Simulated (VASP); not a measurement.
# BaTe (I4/mmm) in VASP: notebook

The runs below take BaTe through single point, with PBE.

Program: VASP 6.6.1. These are calculated values, not measurements. Logs are shortened: lines on timing, memory, paths and dates and some standing lists are left out, and cuts for length are marked.

## (1) The cell of the first run

It takes space group I4/mmm (No. 139, tetragonal). The conventional cell has a = 4.847 Å, b = 4.847 Å, c = 7.125 Å, α = 90.00°, β = 90.00°, γ = 90.00°. Ba (site symmetry 4/mmm) has 6 Te at 3.43 to 3.56 Å within 4.5 Å. Within 4.5 Å of Te (site symmetry 4/mmm) lie 6 Ba at 3.43 to 3.56 Å.

## (2) Single point, PBE (biaxial strain in the a-b plane: -3.0 %, then relaxed in part)

Input file INCAR:

```
SYSTEM = BaTe
PREC = Accurate ; ENCUT = 520
EDIFF = 1E-6 ; ISMEAR = 0
SIGMA = 0.02 ; LREAL = .False.
LASPH = .True. ; NELM = 60
ALGO = Normal ; ISIF = 2
LWAVE = .False. ; LCHARG = .False.
GGA = PE ; NBANDS = 24
```

Input file KPOINTS:

```
Automatic mesh
0
Gamma
  6 6 4
  0 0 0
```

Input file POSCAR:

```
BaTe
1.0
    3.4272902078      3.4272902078      0.0000000000
   -3.4272902078      3.4272902078      0.0000000000
    0.0000000000      0.0000000000      7.1249015413
Ba Te
2 2
Direct
    0.0000000000      0.0000000000      0.0000000000
    0.5000000000      0.5000000000      0.5000000000
    0.5000000000      0.5000000000      0.0000000000
    0.0000000000      0.0000000000      0.5000000000
```

Potentials or basis: VASP PAW PBE potentials, release 64 (Ba_sv, Te).

Command:

```console
> cat potpaw_PBE.64/Ba_sv/POTCAR potpaw_PBE.64/Te/POTCAR > POTCAR
> mpirun -np 1 vasp_std > vasp.out
```

OUTCAR:

```text
SYSTEM = BaTe
   PREC = Accurate
   ENCUT = 520
   EDIFF = 1E-6
   ISMEAR = 0
   LREAL = .False.
   LASPH = .True.
   NELM = 60
   ISIF = 2
   GGA = PE

 ion  position               nearest neighbor table
   1  0.000  0.000  0.000-   3 3.43   3 3.43   3 3.43   3 3.43   4 3.56   4 3.56
   2  0.500  0.500  0.500-   4 3.43   4 3.43   4 3.43   4 3.43   3 3.56   3 3.56
   3  0.500  0.500  0.000-   1 3.43   1 3.43   1 3.43   1 3.43   2 3.56   2 3.56
   4  0.000  0.000  0.500-   2 3.43   2 3.43   2 3.43   2 3.43   1 3.56   1 3.56

  LATTYP: Found a simple tetragonal cell.
 ALAT       =     4.8469202941
 C/A-ratio  =     1.4699852915

  Lattice vectors:

 A1 = (   3.4272902078,   3.4272902078,   0.0000000000)
 A2 = (  -3.4272902078,   3.4272902078,   0.0000000000)
 A3 = (   0.0000000000,   0.0000000000,   7.1249015413)

Analysis of symmetry for initial positions (statically):
=====================================================================
 Subroutine PRICEL returns following result:

  LATTYP: Found a body centered tetragonal cell.
 ALAT       =     4.8469202941
 C/A-ratio  =     1.4699852915

  Lattice vectors:

 A1 = (   3.4272902078,   0.0000000000,  -3.5624507707)
 A2 = (  -3.4272902078,   0.0000000000,  -3.5624507706)
 A3 = (   0.0000000000,   3.4272902078,   3.5624507706)

   2 primitive cells build up your supercell.

 Routine SETGRP: Setting up the symmetry group for a
 simple tetragonal supercell.

 Subroutine GETGRP returns: Found 16 space group operations
 (whereof 16 operations were pure point group operations)
 out of a pool of 16 trial point group operations.

The static configuration has the point symmetry D_4h.

Analysis of symmetry for dynamics (positions and initial velocities):
=====================================================================
 Subroutine PRICEL returns following result:

  LATTYP: Found a body centered tetragonal cell.
 ALAT       =     4.8469202941
 C/A-ratio  =     1.4699852915

  Lattice vectors:

 A1 = (   3.4272902078,   0.0000000000,  -3.5624507707)
 A2 = (  -3.4272902078,   0.0000000000,  -3.5624507706)
 A3 = (   0.0000000000,   3.4272902078,   3.5624507706)

   2 primitive cells build up your supercell.

 Routine SETGRP: Setting up the symmetry group for a
 simple tetragonal supercell.

[... 99 lines left out ...]
   LNONCOLLINEAR =      F non collinear calculations
   LSORBIT =      F    spin-orbit coupling
   LASPH  =      T    aspherical Exc in radial PAW
   ENCUT  =  520.0 eV  38.22 Ry    6.18 a.u.   9.01  9.01 13.25*2*pi/ulx,y,z
   NELM   =     60;   NELMIN=  2; NELMDL= -5     # of ELM steps
   EDIFF  = 0.1E-05   stopping-criterion for ELM
   LREAL  =      F    real-space projection
   EDIFFG = 0.1E-04   stopping-criterion for IOM
   NSW    =      0    number of steps for IOM
   IBRION =     -1    ionic relax: 0-MD 1-quasi-New 2-CG
   NFREE  =      0    steps in history (QN), initial steepest desc. (CG)
   ISIF   =      2    stress and relaxation
   ISYM   =      2    0-nonsym 1-usesym 2-fastsym
   POTIM  = 0.5000    time-step for ionic-motion
   TEBEG  =    0.0;   TEEND  =   0.0 temperature during run
   PSTRESS=    0.0 pullay stress
   NELECT =      32.0000    total number of electrons
   NUPDOWN=      -1.0000    fix difference up-down
   EMIN   =  10.00;   EMAX   =-10.00  energy-range for DOS
   EFERMI =   0.00;   METHOD = LEGACY
   ISMEAR =     0;   SIGMA  =   0.02  broadening in eV -4-tet -1-fermi 0-gaus
   EFERMI_NEDOS =   21; number of points for ismear=-14 and -15
   IALGO  =     38    algorithm
   IMIX   =      4    mixing-type and parameters
     AMIX     =   0.40;   BMIX     =  1.00
     AMIX_MAG =   1.60;   BMIX_MAG =  1.00
  volume/ion in A,a.u.               =      41.85       282.39
  Fermi-wavevector in a.u.,A,eV,Ry     =   0.943093  1.782188 12.101359  0.889425
  Thomas-Fermi vector in A             =   2.070767
   LORBIT       =      0    0 simple, 1 ext, 2 COOP (PROOUT), +10 PAW based schemes
   GGA     = PE    functional components
   LHFCALC =     F    Hartree Fock is set to
   AEXX    =    0.0000 exact exchange contribution
   IVDW    =     0    specifies the selected vdW correction
   LEPSILON=     F    determine dielectric tensor
   LRPA    =     F    only Hartree local field effects (RPA)
 non-spin polarized calculation
 Gauss-broadening in eV      SIGMA  =   0.02
  energy-cutoff  :      520.00
  volume of cell :      167.38
 maximum number of plane-waves:      4584
   NGX = 19   NGY = 19   NGZ = 27

 number of electron      32.0000000 magnetization

 Free energy of the ion-electron system (eV)
  ---------------------------------------------------
  ext. energy  EPLUGINS =         0.00000000
  ---------------------------------------------------
  free energy    TOTEN  =       -17.15461337 eV

  energy without entropy =      -17.15461337  energy(sigma->0) =      -17.15461337

 E-fermi :   2.6400     XC(G=0):  -8.3417

 val. band max:        2.4708149177   @ k =   0.0000   0.0000   0.0000
 cond. band min:       3.8970193467   @ k =   0.0000   0.0000   0.0000
 fundamental gap:      1.4262044290
 Fermi energy:         2.6400100451

 k-point     1 :       0.0000    0.0000    0.0000
  band No.  band energies     occupation
      1     -24.5200      2.00000
      2     -24.5019      2.00000
      3      -9.9013      2.00000
      4      -9.7641      2.00000
      5      -9.7641      2.00000
      6      -9.6829      2.00000
[... 637 lines left out ...]
     23       7.4335      0.00000
     24       7.4335      0.00000

 [... further k-points ...]

------------------------ aborting loop because EDIFF is reached ----------------------------------------

  FORCE on cell =-STRESS in cart. coord.  units (eV):
  Direction    XX          YY          ZZ          XY          YZ          ZX
  --------------------------------------------------------------------------------------
  -------------------------------------------------------------------------------------
  Total        3.2595796      3.2595796      0.2942684      0.0000000     -0.0000000      0.0000000
  in kB       31.2004993     31.2004993      2.8167190      0.0000000     -0.0000000      0.0000000
  external PRESSURE =      21.7392392 kB  Pullay stress =       0.0000000 kB

 VOLUME and BASIS-vectors are now :
 -----------------------------------------------------------------------------
  energy-cutoff  :      520.00
  volume of cell :      167.38
      direct lattice vectors                 reciprocal lattice vectors
     3.427290208  3.427290208  0.000000000     0.145887850  0.145887850  0.000000000
    -3.427290208  3.427290208  0.000000000    -0.145887850  0.145887850  0.000000000
     0.000000000  0.000000000  7.124901541     0.000000000  0.000000000  0.140352817

 POSITION                                       TOTAL-FORCE (eV/Angst)
 -----------------------------------------------------------------------------------
      0.00000      0.00000      0.00000        -0.000000      0.000000     -0.000000
      0.00000      3.42729      3.56245         0.000000     -0.000000      0.000000
      0.00000      3.42729      0.00000         0.000000     -0.000000      0.000000
      0.00000      0.00000      3.56245        -0.000000      0.000000      0.000000
 -----------------------------------------------------------------------------------
    total drift:                               -0.000000      0.000000      0.000000

  FREE ENERGIE OF THE ION-ELECTRON SYSTEM (eV)
  ---------------------------------------------------
  free  energy   TOTEN  =       -17.1546133727 eV

  energy  without entropy=      -17.1546133727  energy(sigma->0) =      -17.15461337
```

OSZICAR:

```text
N       E                     dE             d eps       ncg     rms          rms(c)
DAV:   1     0.200526023996E+03    0.20053E+03   -0.12579E+04  1440   0.111E+03
DAV:   2    -0.228007204548E+01   -0.20281E+03   -0.19229E+03  1976   0.202E+02
DAV:   3    -0.167890693190E+02   -0.14509E+02   -0.14404E+02  1912   0.578E+01
DAV:   4    -0.173483625238E+02   -0.55929E+00   -0.55890E+00  2248   0.100E+01
DAV:   5    -0.173550532416E+02   -0.66907E-02   -0.66903E-02  1872   0.114E+00    0.547E+00
DAV:   6    -0.171400157234E+02    0.21504E+00   -0.37712E-01  1808   0.222E+00    0.366E+00
DAV:   7    -0.171471820670E+02   -0.71663E-02   -0.33159E-01  1880   0.248E+00    0.980E-01
DAV:   8    -0.171524967162E+02   -0.53146E-02   -0.42002E-02  1720   0.897E-01    0.255E-01
DAV:   9    -0.171540559759E+02   -0.15593E-02   -0.25568E-03  1888   0.274E-01    0.774E-02
DAV:  10    -0.171543731205E+02   -0.31714E-03   -0.20535E-04  2104   0.637E-02    0.432E-02
DAV:  11    -0.171546141759E+02   -0.24106E-03   -0.38920E-04  1680   0.103E-01    0.213E-02
DAV:  12    -0.171546133727E+02    0.80313E-06   -0.99228E-06  1920   0.145E-02
   1 F= -.17154613E+02 E0= -.17154613E+02  d E =-.129946E-34
```

stdout:

```text
POSCAR found type information on POSCAR BaTe
 POSCAR found :  2 types and       4 ions
 scaLAPACK will be used
 LDA part: xc-table for (Slater+PW92), standard interpolation
 POSCAR, INCAR and KPOINTS ok, starting setup
 FFT: planning ... GRIDC
 FFT: planning ... GRID_SOFT
 FFT: planning ... GRID
 WAVECAR not read
 entering main loop
```

Run time: 46 s. Hardware: 1 thread of AMD EPYC 9R45 (Zen 5), shared host; peak memory 0.28 GiB.

What came out:

```
Free energy            : -17.1546 eV
Pressure               : 2.2 GPa
Band gap on the k mesh : 1.43 eV
```

Stress tensor (GPa, compression positive):
```
3.12 0.00 0.00
0.00 3.12 0.00
0.00 0.00 0.28
```

Caveat: the cell differs from its parent crystal (biaxial strain in the a-b plane: -3.0 %, then relaxed in part); spin-orbit coupling is left out, which moves the levels of the heavy elements. A k mesh can miss the band edges.

## (3) Single point, PBE (biaxial strain in the a-b plane: -3.0 %)

Input file INCAR:

```
SYSTEM = BaTe
  PREC = Accurate
  ENCUT = 520
  EDIFF = 1E-6
  ISMEAR = 0
  SIGMA = 0.02
  LREAL = .FALSE.
  LASPH = .TRUE.
  NELM = 100
  ALGO = Normal
  ISIF = 2
  LWAVE = .FALSE.
  LCHARG = .FALSE.
  GGA = PE
  NBANDS = 24
```

Input file KPOINTS:

```
regular mesh
0
G
  6 6 4
  0 0 0
```

POSCAR, as its differences from that of step 2:

```diff
@@ -4,3 +4,3 @@
    -3.4272902078      3.4272902078      0.0000000000
-    0.0000000000      0.0000000000      7.1249015413
+    0.0000000000      0.0000000000      7.1937761474
 Ba Te
```

Potentials or basis: VASP PAW PBE potentials, release 64 (Ba_sv, Te).

Command:

```console
> cat potpaw_PBE.64/Ba_sv/POTCAR potpaw_PBE.64/Te/POTCAR > POTCAR
> mpirun -np 1 vasp_std > vasp.out
```

Wall time 49 s (1 thread of AMD EPYC 9R45 (Zen 5), shared host); peak memory 0.28 GiB.

The run converged. Its results:

```
Free energy            : -17.1543 eV
Pressure               : 1.9 GPa
Band gap on the k mesh : 1.44 eV
```

Stress tensor (GPa, compression positive):
```
 3.00  0.00  0.00
 0.00  3.00  0.00
 0.00  0.00 -0.34
```

Levels at points of the mesh, in eV from the valence-band top:
```
           k point  band 13  band 14  band 15  band 16  band 17  band 18  band 19  band 20
(0.00, 0.00, 0.00)    -0.34    -0.12     0.00     0.00     1.44     2.67     2.77     2.98
(0.50, 0.00, 0.00)    -1.17    -1.17    -0.96    -0.96     3.90     3.90     4.01     4.01
(0.50, 0.50, 0.00)    -0.51    -0.51    -0.42    -0.42     1.44     1.44     4.31     4.31
(0.00, 0.00, 0.50)    -0.26    -0.26    -0.26    -0.26     1.94     1.94     3.94     3.94
(0.50, 0.00, 0.50)    -1.22    -1.22    -1.21    -1.21     4.16     4.16     4.75     4.75
(0.50, 0.50, 0.50)    -0.92    -0.92    -0.92    -0.92     3.27     3.27     3.27     3.27
```

Caveat: the cell differs from its parent crystal (biaxial strain in the a-b plane: -3.0 %); spin-orbit coupling is left out, which moves the levels of the heavy elements. A k mesh can miss the band edges.

## (4) Single point, PBE (biaxial strain in the a-b plane: -1.5 %, then relaxed in part)

Input file INCAR:

```
SYSTEM = BaTe
PREC = Accurate
ENCUT = 520
EDIFF = 1E-6
ISMEAR = 0
SIGMA = 0.02
LREAL = .False.
LASPH = .True.
NELM = 80
ALGO = Normal
ISIF = 2
LWAVE = .False.
LCHARG = .False.
GGA = PE
NBANDS = 24
```

Input file KPOINTS:

```
Automatic mesh
0
Gamma
  6 6 4
  0 0 0
```

Input file POSCAR:

```
BaTe
1.0
    3.4802895409      3.4802895409      0.0000000000
   -3.4802895409      3.4802895409      0.0000000000
    0.0000000000      0.0000000000      7.0947207862
Ba Te
2 2
Direct
    0.0000000000      0.0000000000      0.0000000000
    0.5000000000      0.5000000000      0.5000000000
    0.5000000000      0.5000000000      0.0000000000
    0.0000000000      0.0000000000      0.5000000000
```

Command:

```console
> cat potpaw_PBE.64/Ba_sv/POTCAR potpaw_PBE.64/Te/POTCAR > POTCAR
> mpirun -np 1 vasp_std > vasp.out
```

Run time: 58 s. Hardware: 1 thread of AMD EPYC 9R45 (Zen 5), shared host; peak memory 0.31 GiB.

It converged, with:

- Free energy: -17.2285 eV
- Pressure: 1.1 GPa
- Band gap on the k mesh: 1.51 eV

Stress tensor (GPa, compression positive):
```
1.56 0.00 0.00
0.00 1.56 0.00
0.00 0.00 0.28
```

Levels at points of the mesh, in eV from the valence-band top:
```
           k point  band 12  band 13  band 14  band 15  band 16  band 17  band 18  band 19  band 20  band 21
(0.00, 0.00, 0.00)    -0.37    -0.37    -0.05     0.00     0.00     1.51     2.83     2.86     2.95     2.95
(0.50, 0.00, 0.00)    -1.88    -1.08    -1.08    -0.84    -0.84     3.84     3.84     4.10     4.10     4.15
(0.50, 0.50, 0.00)    -1.12    -0.43    -0.43    -0.40    -0.40     1.51     1.51     4.39     4.39     4.65
(0.00, 0.00, 0.50)    -1.50    -0.29    -0.29    -0.29    -0.29     2.04     2.04     3.82     3.82     3.93
(0.50, 0.00, 0.50)    -2.25    -1.15    -1.15    -1.14    -1.14     4.17     4.17     4.73     4.73     4.85
(0.50, 0.50, 0.50)    -1.25    -0.93    -0.93    -0.93    -0.93     3.42     3.42     3.42     3.42     4.86
```

Caveat: the cell differs from its parent crystal (biaxial strain in the a-b plane: -1.5 %, then relaxed in part); spin-orbit coupling is left out, which moves the levels of the heavy elements. A k mesh can miss the band edges.

## (5) Single point, PBE

This run uses another cell than the first one, of 42.97 Å³/atom.

Input file INCAR:

```
PREC = Accurate ; ENCUT = 520
EDIFF = 1E-6 ; ISMEAR = 0
SIGMA = 0.02 ; LREAL = False
LASPH = True ; NELM = 80
ALGO = Normal ; ISIF = 2
LWAVE = False ; LCHARG = False
GGA = PE ; NBANDS = 24
```

Input file KPOINTS:

```
Automatic mesh
0
Gamma
  6 6 4
```

POSCAR is that of step 4.

Command:

```console
> cat potpaw_PBE.64/Ba_sv/POTCAR potpaw_PBE.64/Te/POTCAR > POTCAR
> mpirun -np 1 vasp_std > vasp.out
```

Wall time 59 s (1 thread of AMD EPYC 9R45 (Zen 5), shared host); peak memory 0.31 GiB.

It converged, with:

```
Free energy            : -17.2285 eV
Pressure               : 1.1 GPa
Band gap on the k mesh : 1.51 eV
```

Stress tensor (GPa, compression positive):
```
1.56 0.00 0.00
0.00 1.56 0.00
0.00 0.00 0.28
```

Levels at points of the mesh, in eV from the valence-band top:
```csv
k point,band 14,band 15,band 16,band 17,band 18,band 19
"(0.00, 0.00, 0.00)",-0.05,0.00,0.00,1.51,2.83,2.86
"(0.50, 0.00, 0.00)",-1.08,-0.84,-0.84,3.84,3.84,4.10
"(0.50, 0.50, 0.00)",-0.43,-0.40,-0.40,1.51,1.51,4.39
"(0.00, 0.00, 0.50)",-0.29,-0.29,-0.29,2.04,2.04,3.82
"(0.50, 0.00, 0.50)",-1.15,-1.14,-1.14,4.17,4.17,4.73
"(0.50, 0.50, 0.50)",-0.93,-0.93,-0.93,3.42,3.42,3.42
```

Caveat: spin-orbit coupling is left out, which moves the levels of the heavy elements.

## (6) Single point, PBE (biaxial strain in the a-b plane: -1.5 %)

Input file INCAR:

```
SYSTEM = BaTe
PREC = Accurate
ENCUT = 520
EDIFF = 1E-6
ISMEAR = 0
SIGMA = 0.02
LREAL = .FALSE.
LASPH = .TRUE.
NELM = 80
ALGO = Normal
ISIF = 2
LWAVE = .FALSE.
LCHARG = .FALSE.
GGA = PE
NBANDS = 24
```

Input file KPOINTS:

```
Automatic mesh
0
G
  6 6 4
  0 0 0
```

POSCAR, as its differences from that of step 5:

```diff
@@ -4,3 +4,3 @@
    -3.4802895409      3.4802895409      0.0000000000
-    0.0000000000      0.0000000000      7.0947207862
+    0.0000000000      0.0000000000      7.1301769477
 Ba Te
```

Potentials or basis: VASP PAW PBE potentials, release 64 (Ba_sv, Te).

Command:

```console
> cat potpaw_PBE.64/Ba_sv/POTCAR potpaw_PBE.64/Te/POTCAR > POTCAR
> mpirun -np 1 vasp_std > vasp.out
```

It took 58 s on 1 thread of AMD EPYC 9R45 (Zen 5), shared host; peak memory 0.31 GiB.

The run converged. Its results:

| Property | Result |
| --- | --- |
| Free energy | -17.2291 eV |
| Pressure | 1.0 GPa |
| Band gap on the k mesh | 1.51 eV |

Stress tensor (GPa, compression positive):
```
 1.50  0.00  0.00
 0.00  1.50  0.00
 0.00  0.00 -0.05
```

Levels at points of the mesh, in eV from the valence-band top:
| k point | band 14 | band 15 | band 16 | band 17 | band 18 | band 19 |
| --- | --- | --- | --- | --- | --- | --- |
| (0.00, 0.00, 0.00) | -0.06 | 0.00 | 0.00 | 1.51 | 2.81 | 2.83 |
| (0.50, 0.00, 0.00) | -1.08 | -0.85 | -0.85 | 3.85 | 3.85 | 4.11 |
| (0.50, 0.50, 0.00) | -0.44 | -0.40 | -0.40 | 1.51 | 1.51 | 4.36 |
| (0.00, 0.00, 0.50) | -0.28 | -0.28 | -0.28 | 2.03 | 2.03 | 3.82 |
| (0.50, 0.00, 0.50) | -1.14 | -1.13 | -1.13 | 4.16 | 4.16 | 4.72 |
| (0.50, 0.50, 0.50) | -0.93 | -0.93 | -0.93 | 3.39 | 3.39 | 3.39 |

Caveat: the cell differs from its parent crystal (biaxial strain in the a-b plane: -1.5 %); spin-orbit coupling is left out, which moves the levels of the heavy elements. A k mesh can miss the band edges.

## (7) The runs side by side

```tsv
cell	gap on the mesh (eV)	pressure (GPa)
a = 4.847, b = 4.847, c = 7.125 Å, 4 atoms	1.43	2.2
a = 4.847, b = 4.847, c = 7.194 Å, 4 atoms	1.44	1.9
a = 4.922, b = 4.922, c = 7.095 Å, 4 atoms	1.51	1.1
a = 4.922, b = 4.922, c = 7.130 Å, 4 atoms	1.51	1.0
```

Alike in all rows: task single point; level PBE; potentials or basis VASP PAW PBE potentials, release 64 (Ba_sv, Te); no spin polarisation; k mesh 6 × 6 × 4; cutoff (eV) 520; smearing gaussian 0.02 eV.

Caveats: spin-orbit coupling is left out, which moves the levels of the heavy elements.

Absolute energies hang on the potentials; compare differences alone.
